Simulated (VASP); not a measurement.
Set up this calculation in VASP 6.6.1, as the native input.

```yaml
Task: single point
Functional: PBEsol
Potentials_or_basis: VASP PAW PBE potentials, release 64 (Ti_sv, Al)
Cutoff: 520 eV
k_mesh: 15 × 15 × 6
Occupations: gaussian, width 0.15 eV
Spin: no spin polarisation
Dipole_correction: no
Further_INCAR_settings: ALGO = Fast; EDIFF = 1e-06; NBANDS = 28
```

The structure of Ti3Al lies in POSCAR:

```
Ti3Al
1.0
    2.8457574275      0.0000000000      0.0000000000
   -1.4228787137      2.4644982252      0.0000000000
    0.0000000000      0.0000000000      9.4604359920
Ti Al
3 1
Direct
    0.6666666667      0.3333333333      0.0000000000
    0.3333333333      0.6666666667      0.7511732072
    0.3333333333      0.6666666667      0.2488267928
    0.6666666667      0.3333333333      0.5000000000
```

This cell differs from its parent crystal: c/a of the conventional cell at fixed volume 3.3244.

These files were run (other wordings do the same):

INCAR

```
  PREC = Accurate
  ENCUT = 520
  EDIFF = 1E-6
  ISMEAR = 0
  SIGMA = 0.15
  LREAL = F
  LASPH = T
  NELM = 80
  ALGO = Fast
  ISIF = 2
  LWAVE = F
  LCHARG = F
  GGA = PS
  NBANDS = 28
```

KPOINTS

```
Automatic mesh
0
Gamma
  15 15 6
```

Potentials or basis: VASP PAW PBE potentials, release 64 (Ti_sv, Al).

Command:

```sh
$ cat potpaw_PBE.64/Ti_sv/POTCAR potpaw_PBE.64/Al/POTCAR > POTCAR
$ mpirun -np 1 vasp_std > vasp.out
```

It gave:

```json
{
  "Pressure": "-0.4 GPa",
  "Largest force": "0.123 eV/Å",
  "Band gap on the k mesh": "zero (an odd number of electrons rules out a gap without spin polarisation)"
}
```

Caveat: the stress differs along the axes, from -5 to 2 GPa; the PAW data sets were made with another functional, which shifts forces and pressure a little.

Run time: 18 min on 1 thread of Intel Xeon 8259CL, with other jobs on the host, peak memory 0.31 GiB.
